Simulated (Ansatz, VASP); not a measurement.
NaI: VASP beside Ansatz

The input POSCAR:

```
NaI
1.0
    0.0202275000      3.2364000000      3.2364000000
    3.2566275000      0.0000000000      3.2566275000
    3.2364000000      3.2364000000      0.0202275000
Na I
1 1
Direct
    0.0000000000      0.0000000000      0.0000000000
    0.5000000000      0.5000000000      0.5000000000
```

File INCAR.step1:

```
  ALGO = Normal
  EDIFF = 1E-4
  ENCUT = 520
  GGA = PE
  ISMEAR = 0
  LASPH = T
  LCHARG = F
  LREAL = F
  LWAVE = T
  NBANDS = 14
  NELM = 100
  PREC = Accurate
  SIGMA = 0.05
```

INCAR.step2

```
  ALGO = Normal
  EDIFF = 1E-6
  ENCUT = 520
  ISIF = 2
  ISMEAR = 0
  ISTART = 1
  LASPH = T
  LCHARG = F
  LMIXTAU = T
  LREAL = F
  LWAVE = F
  METAGGA = R2SCAN
  NBANDS = 14
  NELM = 100
  PREC = Accurate
  SIGMA = 0.05
```

Contents of KPOINTS:

```
k-points
0
Gamma
  6 6 6
```

Input for Ansatz:

```yaml
crystal:
  lattice:
    - [0.0202275, 3.2364, 3.2364]
    - [3.2566275, 0.0, 3.2566275]
    - [3.2364, 3.2364, 0.0202275]
  atoms:
    - { symbol: Na, position: [0.0, 0.0, 0.0] }
    - { symbol: I, position: [0.5, 0.5, 0.5] }
basis:
  ecutwfc: 500
kpoints:
  mp_grid: { grid: [6, 6, 6] }
hamiltonian:
  xc: r2scan
scf:
  occupations: { method: gaussian, width: 0.05 }
output:
  forces: true
  stress: true
  eigenvalues: true
```

Change from the starting cell: strain +0.0125 x Voigt [0, 0, 0, 0, 1, 0], atoms carried along.

Alike in both runs: task single point; functional r2SCAN; k mesh 6 × 6 × 6; occupations gaussian, width 0.05 eV; no spin polarisation.

```csv
,VASP,Ansatz
version,VASP 6.6.1,Ansatz 0.2.0
potentials or method,"VASP PAW PBE potentials, release 64 (Na_pv, I), cutoff 520 eV","scalar-relativistic, plane waves, PAW"
valence electrons in the cell,14,26
```

```tsv
	VASP	Ansatz	Ansatz less VASP
gap on the k mesh at the Fermi level (eV)	4.41	4.40	-0.009
least direct gap on the mesh (eV)	4.41	4.40	-0.009
pressure (GPa)	-0.2	-0.1	+0.08
traceless stress, the component that is largest in VASP (GPa)	-0.10	-0.10	-0.003
```

VASP's potentials were made for PBE, not for r2SCAN. The functional is the same, so the differences come from potentials, cutoffs and numerics. VASP's potentials hold 14 valence electrons a cell and Ansatz's 26, so a difference there can come from the potentials and not from the codes.

Neither program's run includes spin-orbit coupling.
